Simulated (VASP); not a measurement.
# Ta (Fd-3m) in VASP: a series of runs

Ta is run at these levels: PBEsol; tasks: single point, relaxation of cell and atoms.

All numbers are computed with VASP 6.6.1; they aren't measurements. Logs are shortened: lines on timing, memory, paths and dates and some standing lists are left out, and cuts for length are marked.

### Step 1. The cell of the first run

The structure is cubic, space group Fd-3m (No. 227). The conventional cell has a = 5.994 Å, b = 5.994 Å, c = 5.994 Å, α = 90.00°, β = 90.00°, γ = 90.00°. Within 3.4 Å of Ta (site symmetry -43m) lie 4 Ta at 2.60 Å.

### Step 2. Single point, PBEsol

Contents of INCAR:

```
SYSTEM = Ta
  PREC = Accurate
  ENCUT = 520
  EDIFF = 1E-6
  ISMEAR = 0
  SIGMA = 0.1
  LREAL = .FALSE.
  LASPH = .TRUE.
  NELM = 80
  ALGO = Normal
  ISIF = 2
  LWAVE = .FALSE.
  LCHARG = .FALSE.
  GGA = PS
  NBANDS = 18
```

Contents of KPOINTS:

```
Automatic mesh
0
G
  6 6 6
  0 0 0
```

Contents of POSCAR:

```
Ta
1.0
    0.0000000000      2.9968595481      2.9968595481
    2.9968595481      0.0000000000      2.9968595481
    2.9968595481      2.9968595481      0.0000000000
Ta
2
Direct
    0.5000000000      0.5000000000      0.5000000000
    0.7500000000      0.7500000000      0.7500000000
```

Potentials or basis: VASP PAW PBE potentials, release 64 (Ta_pv).

Launch:

```sh
$ cat potpaw_PBE.64/Ta_pv/POTCAR > POTCAR
$ mpirun -np 1 vasp_std > vasp.out
```

OUTCAR:

```text
SYSTEM = Ta
   PREC = Accurate
   ENCUT = 520
   EDIFF = 1E-6
   ISMEAR = 0
   LREAL = .FALSE.
   LASPH = .TRUE.
   NELM = 80
   ISIF = 2
   GGA = PS

 ion  position               nearest neighbor table
   1  0.500  0.500  0.500-   2 2.60   2 2.60   2 2.60   2 2.60
   2  0.750  0.750  0.750-   1 2.60   1 2.60   1 2.60   1 2.60

  LATTYP: Found a face centered cubic cell.
 ALAT       =     5.9937190962

  Lattice vectors:

 A1 = (   0.0000000000,   2.9968595481,   2.9968595481)
 A2 = (   2.9968595481,   0.0000000000,   2.9968595481)
 A3 = (   2.9968595481,   2.9968595481,   0.0000000000)

Analysis of symmetry for initial positions (statically):
=====================================================================
 Subroutine PRICEL returns:
 Original cell was already a primitive cell.

 Routine SETGRP: Setting up the symmetry group for a
 face centered cubic supercell.

 Subroutine GETGRP returns: Found 48 space group operations
 (whereof 24 operations were pure point group operations)
 out of a pool of 48 trial point group operations.

The static configuration has the point symmetry T_d .
 The point group associated with its full space group is O_h .

Analysis of symmetry for dynamics (positions and initial velocities):
=====================================================================
 Subroutine PRICEL returns:
 Original cell was already a primitive cell.

 Routine SETGRP: Setting up the symmetry group for a
 face centered cubic supercell.

 Subroutine GETGRP returns: Found 48 space group operations
 (whereof 24 operations were pure point group operations)
 out of a pool of 48 trial point group operations.

The dynamic configuration has the point symmetry T_d .
 The point group associated with its full space group is O_h .

 Subroutine INISYM returns: Found 48 space group operations
 (whereof 24 operations are pure point group operations),
 and found     1 'primitive' translations

----------------------------------------------------------------------------------------

                                     Primitive cell

  volume of cell :      53.8306

  direct lattice vectors                    reciprocal lattice vectors
     0.000000000  2.996859548  2.996859548    -0.166841319  0.166841319  0.166841319
     2.996859548  0.000000000  2.996859548     0.166841319 -0.166841319  0.166841319
     2.996859548  2.996859548  0.000000000     0.166841319  0.166841319 -0.166841319

  length of vectors
     4.238199417  4.238199417  4.238199417     0.288977641  0.288977641  0.288977641

  position of ions in fractional coordinates (direct lattice)
     0.500000000  0.500000000  0.500000000
     0.750000000  0.750000000  0.750000000

  ion indices of the primitive-cell ions
   primitive index   ion index
                 1           1
                 2           2

----------------------------------------------------------------------------------------

 KPOINTS: Automatic mesh

Automatic generation of k-mesh.
 Grid dimensions read from file:
 generate k-points for:    6    6    6

 Generating k-lattice:

  Cartesian coordinates                     Fractional coordinates (reciprocal lattice)
    -0.027806887  0.027806887  0.027806887     0.166666667  0.000000000  0.000000000
     0.027806887 -0.027806887  0.027806887     0.000000000  0.166666667  0.000000000
     0.027806887  0.027806887 -0.027806887     0.000000000  0.000000000  0.166666667

  Length of vectors
     0.048162940  0.048162940  0.048162940

  Shift w.r.t. Gamma in fractional coordinates (k-lattice)
     0.000000000  0.000000000  0.000000000

 Subroutine IBZKPT returns following result:
 ===========================================

 Found     16 irreducible k-points:

 Following reciprocal coordinates:
            Coordinates               Weight
  0.000000  0.000000  0.000000      1.000000
  0.166667  0.000000  0.000000      8.000000
  0.333333  0.000000  0.000000      8.000000
  0.500000  0.000000  0.000000      4.000000
  0.166667  0.166667  0.000000      6.000000
  0.333333  0.166667  0.000000     24.000000
[... 8 lines left out ...]
 -0.333333  0.333333  0.166667     24.000000
 -0.333333  0.500000  0.166667     12.000000
   k-points           NKPTS =     16   k-points in BZ     NKDIM =     16   number of bands    NBANDS=     18
   number of dos      NEDOS =    301   number of ions     NIONS =      2
   total plane-waves  NPLWV =  32768
   dimension x,y,z NGX =    32 NGY =   32 NGZ =   32
   dimension x,y,z NGXF=    64 NGYF=   64 NGZF=   64
   ions per type =               2
   NGX,Y,Z   is equivalent  to a cutoff of  12.55, 12.55, 12.55 a.u.
   NGXF,Y,Z  is equivalent  to a cutoff of  25.10, 25.10, 25.10 a.u.
 SYSTEM =  Ta
   PREC   = accura    normal or accurate (medium, high low for compatibility)
   ISTART =      0    job   : 0-new  1-cont  2-samecut
   ICHARG =      2    charge: 1-file 2-atom 10-const
   ISPIN  =      1    spin polarized calculation?
   LNONCOLLINEAR =      F non collinear calculations
   LSORBIT =      F    spin-orbit coupling
   LASPH  =      T    aspherical Exc in radial PAW
   ENCUT  =  520.0 eV  38.22 Ry    6.18 a.u.   7.88  7.88  7.88*2*pi/ulx,y,z
   NELM   =     80;   NELMIN=  2; NELMDL= -5     # of ELM steps
   EDIFF  = 0.1E-05   stopping-criterion for ELM
   LREAL  =      F    real-space projection
   EDIFFG = 0.1E-04   stopping-criterion for IOM
   NSW    =      0    number of steps for IOM
   IBRION =     -1    ionic relax: 0-MD 1-quasi-New 2-CG
   NFREE  =      0    steps in history (QN), initial steepest desc. (CG)
   ISIF   =      2    stress and relaxation
   ISYM   =      2    0-nonsym 1-usesym 2-fastsym
   POTIM  = 0.5000    time-step for ionic-motion
   TEBEG  =    0.0;   TEEND  =   0.0 temperature during run
   PSTRESS=    0.0 pullay stress
   NELECT =      22.0000    total number of electrons
   NUPDOWN=      -1.0000    fix difference up-down
   EMIN   =  10.00;   EMAX   =-10.00  energy-range for DOS
   EFERMI =   0.00;   METHOD = LEGACY
   ISMEAR =     0;   SIGMA  =   0.10  broadening in eV -4-tet -1-fermi 0-gaus
   EFERMI_NEDOS =   21; number of points for ismear=-14 and -15
   IALGO  =     38    algorithm
   IMIX   =      4    mixing-type and parameters
     AMIX     =   0.40;   BMIX     =  1.00
     AMIX_MAG =   1.60;   BMIX_MAG =  1.00
  volume/ion in A,a.u.               =      26.92       181.63
  Fermi-wavevector in a.u.,A,eV,Ry     =   1.214897  2.295822 20.081844  1.475974
  Thomas-Fermi vector in A             =   2.350301
   LORBIT       =      0    0 simple, 1 ext, 2 COOP (PROOUT), +10 PAW based schemes
   GGA     = PS    functional components
   LHFCALC =     F    Hartree Fock is set to
   AEXX    =    0.0000 exact exchange contribution
   IVDW    =     0    specifies the selected vdW correction
   LEPSILON=     F    determine dielectric tensor
   LRPA    =     F    only Hartree local field effects (RPA)
 non-spin polarized calculation
 Gauss-broadening in eV      SIGMA  =   0.10
  energy-cutoff  :      520.00
  volume of cell :       53.83
 maximum number of plane-waves:      1464
   NGX = 15   NGY = 15   NGZ = 15

 number of electron      21.9999996 magnetization

 Free energy of the ion-electron system (eV)
  ---------------------------------------------------
  ext. energy  EPLUGINS =         0.00000000
  ---------------------------------------------------
  free energy    TOTEN  =       -19.04476605 eV

  energy without entropy =      -19.02535398  energy(sigma->0) =      -19.03506002

 E-fermi :   2.1182     XC(G=0): -10.3850

 val. band max:        2.1131482371   @ k =   0.5000   0.0000   0.0000
 cond. band min:       2.1679126496   @ k =   0.3333   0.0000   0.0000
 fundamental gap:      0.0547644126
 Fermi energy:         2.1181778323

 k-point     1 :       0.0000    0.0000    0.0000
  band No.  band energies     occupation
      1     -31.9496      2.00000
      2     -31.9496      2.00000
      3     -31.9496      2.00000
      4     -31.0256      2.00000
      5     -31.0256      2.00000
      6     -31.0256      2.00000
[... 10 lines left out ...]
     17       8.2984      0.00000
     18      12.2444      0.00000

 k-point     2 :       0.1667    0.0000    0.0000
  band No.  band energies     occupation
      1     -31.9773      2.00000
      2     -31.9773      2.00000
      3     -31.9470      2.00000
      4     -31.0326      2.00000
      5     -30.9957      2.00000
      6     -30.9957      2.00000
[... 10 lines left out ...]
     17       8.1808      0.00000
     18      11.8050      0.00000

 k-point     3 :       0.3333    0.0000    0.0000
  band No.  band energies     occupation
      1     -32.0283      2.00000
      2     -32.0283      2.00000
      3     -31.9433      2.00000
      4     -31.0445      2.00000
      5     -30.9404      2.00000
      6     -30.9404      2.00000
[... 10 lines left out ...]
     17       7.7222      0.00000
     18       8.9364      0.00000

 k-point     4 :       0.5000    0.0000    0.0000
  band No.  band energies     occupation
      1     -32.0520      2.00000
      2     -32.0520      2.00000
      3     -31.9423      2.00000
      4     -31.0495      2.00000
      5     -30.9146      2.00000
      6     -30.9146      2.00000
[... 10 lines left out ...]
     17       7.1745      0.00000
     18       7.3187      0.00000

 k-point     5 :       0.1667    0.1667    0.0000
  band No.  band energies     occupation
      1     -32.0091      2.00000
      2     -32.0091      2.00000
      3     -31.8910      2.00000
      4     -31.0930      2.00000
      5     -30.9617      2.00000
      6     -30.9617      2.00000
[... 10 lines left out ...]
     17       8.5161      0.00000
     18      11.6816      0.00000

 k-point     6 :       0.3333    0.1667    0.0000
  band No.  band energies     occupation
      1     -32.0691      2.00000
      2     -32.0596      2.00000
      3     -31.8405      2.00000
      4     -31.1495      2.00000
      5     -30.9068      2.00000
      6     -30.8997      2.00000
[... 10 lines left out ...]
     17       8.3591      0.00000
     18       9.8363      0.00000

 k-point     7 :       0.5000    0.1667    0.0000
  band No.  band energies     occupation
      1     -32.1221      2.00000
      2     -32.0796      2.00000
      3     -31.8121      2.00000
      4     -31.1790      2.00000
      5     -30.8847      2.00000
      6     -30.8474      2.00000
[... 10 lines left out ...]
     17       7.3690      0.00000
     18       7.6532      0.00000

 k-point     8 :      -0.3333    0.1667    0.0000
  band No.  band energies     occupation
      1     -32.1222      2.00000
      2     -32.0521      2.00000
      3     -31.8351      2.00000
      4     -31.1537      2.00000
      5     -30.9144      2.00000
      6     -30.8474      2.00000
[... 10 lines left out ...]
     17       8.1554      0.00000
     18       8.2086      0.00000

 k-point     9 :      -0.1667    0.1667    0.0000
  band No.  band energies     occupation
      1     -32.0598      2.00000
      2     -32.0008      2.00000
      3     -31.8963      2.00000
      4     -31.0879      2.00000
      5     -30.9701      2.00000
      6     -30.9106      2.00000
[... 10 lines left out ...]
     17       8.4878      0.00000
     18      10.9302      0.00000

 k-point    10 :       0.3333    0.3333    0.0000
  band No.  band energies     occupation
      1     -32.1105      2.00000
      2     -32.1105      2.00000
      3     -31.7297      2.00000
      4     -31.2714      2.00000
      5     -30.8515      2.00000
      6     -30.8515      2.00000
[... 10 lines left out ...]
     17       8.4229      0.00000
     18       9.5074      0.00000

 k-point    11 :       0.5000    0.3333    0.0000
  band No.  band energies     occupation
      1     -32.1561      2.00000
      2     -32.1310      2.00000
      3     -31.6376      2.00000
      4     -31.3643      2.00000
      5     -30.8288      2.00000
      6     -30.8069      2.00000
[... 10 lines left out ...]
     17       7.7425      0.00000
     18       8.1167      0.00000

 k-point    12 :      -0.3333    0.3333    0.0000
  band No.  band energies     occupation
      1     -32.1747      2.00000
      2     -32.1036      2.00000
      3     -31.6802      2.00000
      4     -31.3145      2.00000
      5     -30.8585      2.00000
      6     -30.7931      2.00000
[... 10 lines left out ...]
     17       7.8564      0.00000
     18       8.1402      0.00000

 k-point    13 :       0.5000    0.5000    0.0000
  band No.  band energies     occupation
      1     -32.1551      2.00000
      2     -32.1551      2.00000
      3     -31.5048      2.00000
      4     -31.5048      2.00000
      5     -30.8024      2.00000
      6     -30.8024      2.00000
[... 10 lines left out ...]
     17       7.5445      0.00000
     18       7.5445      0.00000

 k-point    14 :       0.5000    0.3333    0.1667
  band No.  band energies     occupation
      1     -32.1395      2.00000
      2     -32.0927      2.00000
      3     -31.7411      2.00000
      4     -31.2529      2.00000
      5     -30.8716      2.00000
      6     -30.8270      2.00000
[... 10 lines left out ...]
     17       8.2697      0.00000
     18       8.6996      0.00000

 k-point    15 :      -0.3333    0.3333    0.1667
  band No.  band energies     occupation
      1     -32.1654      2.00000
      2     -32.1160      2.00000
      3     -31.6727      2.00000
      4     -31.3215      2.00000
      5     -30.8472      2.00000
      6     -30.8018      2.00000
[... 10 lines left out ...]
     17       7.5047      0.00000
     18       7.7386      0.00000

 k-point    16 :      -0.3333    0.5000    0.1667
  band No.  band energies     occupation
      1     -32.1577      2.00000
      2     -32.1577      2.00000
      3     -31.4999      2.00000
      4     -31.4999      2.00000
      5     -30.8046      2.00000
      6     -30.8046      2.00000
[... 10 lines left out ...]
     17       7.3902      0.00000
     18       7.3902      0.00000

------------------------ aborting loop because EDIFF is reached ----------------------------------------

  FORCE on cell =-STRESS in cart. coord.  units (eV):
  Direction    XX          YY          ZZ          XY          YZ          ZX
  --------------------------------------------------------------------------------------
  -------------------------------------------------------------------------------------
  Total        0.1385249      0.1385249      0.1385249      0.0000000     -0.0000000     -0.0000000
  in kB        4.1229618      4.1229618      4.1229618      0.0000000     -0.0000000     -0.0000000
  external PRESSURE =       4.1229618 kB  Pullay stress =       0.0000000 kB

 VOLUME and BASIS-vectors are now :
 -----------------------------------------------------------------------------
  energy-cutoff  :      520.00
  volume of cell :       53.83
      direct lattice vectors                 reciprocal lattice vectors
     0.000000000  2.996859548  2.996859548    -0.166841319  0.166841319  0.166841319
     2.996859548  0.000000000  2.996859548     0.166841319 -0.166841319  0.166841319
     2.996859548  2.996859548  0.000000000     0.166841319  0.166841319 -0.166841319

 POSITION                                       TOTAL-FORCE (eV/Angst)
 -----------------------------------------------------------------------------------
      2.99686      2.99686      2.99686        -0.000000     -0.000000     -0.000000
      4.49529      4.49529      4.49529         0.000000      0.000000      0.000000
 -----------------------------------------------------------------------------------
    total drift:                               -0.000000     -0.000000      0.000000

  FREE ENERGIE OF THE ION-ELECTRON SYSTEM (eV)
  ---------------------------------------------------
  free  energy   TOTEN  =       -19.0447660512 eV

  energy  without entropy=      -19.0253539816  energy(sigma->0) =      -19.03506002
```

It took 20 s on 1 thread of Intel Xeon Platinum 8259CL at 2.50GHz (Skylake/Cascade Lake), shared host; peak memory 0.17 GiB.

Results:

| Item | Value |
| --- | --- |
| Free energy | -19.0448 eV |
| Pressure | 0.4 GPa |
| Band gap on the k mesh | zero (band 11 reaches 2.42 eV, above the bottom of band 12 at 1.76 eV) |

Caveat: the PAW data sets were made with another functional, which shifts forces and pressure a little; spin-orbit coupling is left out, which moves the levels of the heavy elements.

(Continued in part 2 of 2.)
